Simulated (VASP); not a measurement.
Al2Rh:

```
CELL_PARAMETERS angstrom
3.05723 0.00000 0.00000
0.00000 3.05723 0.00000
0.00000 0.00000 9.97678
ATOMIC_POSITIONS crystal
Al 0.00000 0.50000 0.87654
Al 0.00000 0.50000 0.37654
Al 0.50000 0.00000 0.62346
Al 0.50000 0.00000 0.12346
Rh 0.00000 0.00000 0.50000
Rh 0.50000 0.50000 0.00000
```

The cell was built from a structure type or drawn by symmetry, and may not be a known phase.

```yaml
Program: VASP 6.6.1
Task: relaxation of cell and atoms
Functional: PBE
Potentials_or_basis: VASP PAW PBE potentials, release 64 (Al, Rh_pv)
Cutoff: 500 eV
k_mesh: 6 × 6 × 2
Occupations: gaussian, width 0.1 eV
Spin: no spin polarisation
```

At the start: pressure 75.0 GPa; volume 15.54 Å³/atom.

**Question.** How do energy, volume and symmetry change on relaxing?

**Answer.** Over 18 steps the energy falls by 2076.4 meV/atom and the volume is 16.33 Å³/atom (+5.1 %); space group P4_2/nmc (No. 137, to 0.1 Å) before and after.

Step by step:
```
step  energy change (eV)  largest force (eV/Å)  pressure (GPa)  volume (Å³)
   1              0.0000               11.0287           74.97        93.25
   2             -1.0384                1.0281          -11.76       229.64
   3            -10.1859                0.1941          -11.12       137.83
   4            -10.5120                0.6758           -8.43       131.79
   5            -10.6536                1.5075           -3.16       123.79
   6            -10.6587                1.3884           -3.95       124.80
   7            -11.2480                1.2704           -4.17       118.20
   8            -12.2771                0.2136            0.60        99.42
   9            -12.3592                0.3401           -0.93        99.54
  10            -12.3930                0.5068           -3.08        99.47
  11            -12.3991                0.4486           -2.42        99.54
  12            -12.4399                0.2932           -0.38        97.37
  13            -12.4423                0.2567            0.26        96.78
  14            -12.4423                0.2510            0.37        96.69
  15            -12.4508                0.1685            0.32        96.97
  16            -12.4577                0.0104            0.27        97.61
  17            -12.4577                0.0019            0.27        97.56
  18            -12.4581                0.0196           -0.24        97.97
```

Final structure:
```
Al Rh
1.0
     2.85640    0.00000    0.00000
     0.00000    2.85640    0.00000
     0.00000    0.00000   12.00759
Al Rh
4 2
Direct
  0.00000 0.50000 0.83284
  0.00000 0.50000 0.33284
  0.50000 0.00000 0.66716
  0.50000 0.00000 0.16716
  0.00000 0.00000 0.50000
  0.50000 0.50000 0.00000
```

Caveat: a cell axis changed by over 15 % at a fixed basis, so the end point is rough.
